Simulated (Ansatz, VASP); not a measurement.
## Two plane-wave programs on Si3N4

```
Si N
1.0
     7.59500    0.00000    0.00000
    -3.79750    6.57746    0.00000
     0.00000    0.00000    2.93132
Si N
6 8
Direct
  0.76817 0.17390 0.32563
  0.59427 0.76817 0.82563
  0.82610 0.59427 0.32563
  0.23183 0.82610 0.82563
  0.40573 0.23183 0.32563
  0.17390 0.40573 0.82563
  0.03063 0.32980 0.32563
  0.70083 0.03063 0.82563
  0.67020 0.70083 0.32563
  0.96937 0.67020 0.82563
  0.29917 0.96937 0.32563
  0.32980 0.29917 0.82563
  0.33333 0.66667 0.82562
  0.66667 0.33333 0.32562
```

Change from the starting cell: z stretched by +1 %, ions relaxed.

Alike in both runs: functional PBE; k mesh 4 × 4 × 10; occupations fermi-dirac, width 0.02 eV; no spin polarisation.

Ansatz relaxed the structure, and its values are those at the end. VASP's run is a single point on that final structure, the one shown.

|  | VASP | Ansatz |
| --- | --- | --- |
| version | VASP 6.6.1 | Ansatz 0.2.0 |
| potentials or method | VASP PAW PBE potentials, release 64 (Si, N) | plane-wave PAW, scalar-relativistic |
| plane-wave cutoff (eV) | 520 | 420 |
| valence electrons in the cell | 64 | 64 |

```tsv
	VASP	Ansatz	Ansatz less VASP
gap on the k mesh at the Fermi level (eV)	4.14	4.15	+0.013
pressure (GPa)	3.6	3.9	+0.29
rms of the force components (eV/Å)	0.006	0.007	+0.0012
```

With one functional, cell and mesh, what is left measures potentials, basis and numerics. Ansatz's warnings: stress scf threshold loose.
